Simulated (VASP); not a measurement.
Runs of VASP 6.6.1 on BiTe. The structure is that of space group I4/mmm (No. 139), or close to it. The cells are those of the table. 

```csv
cell,gap on the mesh (eV),pressure (GPa)
"a = 4.992, b = 4.992, c = 4.076 Å, angles 65.9, 65.9, 48.2°, 2 atoms",none,11.1
"a = 4.482, b = 4.482, c = 4.830 Å, angles 57.4, 57.4, 65.2°, 2 atoms",none,(a)
"a = 4.447, b = 4.447, c = 5.136 Å, angles 54.7, 54.7, 70.5°, 2 atoms",none,(b)
"a = 4.755, b = 4.755, c = 4.305 Å, angles 63.1, 63.1, 53.8°, 2 atoms",none,3.6
"a = 4.861, b = 4.861, c = 4.192 Å, angles 64.5, 64.5, 51.1°, 2 atoms",none,6.5
```

Alike in all rows: task single point; level PBE; potentials or basis VASP PAW PBE potentials, release 64 (Bi_d, Te); no spin polarisation; k mesh 14 × 14 × 14; cutoff (eV) 520; smearing gaussian 0.15 eV.

Estimate the missing entries.

(a) 3.7; (b) 16.7.

Caveats: the cell stands under pressure; spin-orbit coupling is left out, which moves the levels of the heavy elements.

A k mesh can miss the band edges, and the runs leave out spin-orbit coupling on Bi, Te.

A gap of «none» marks levels without a gap at the run's occupations.
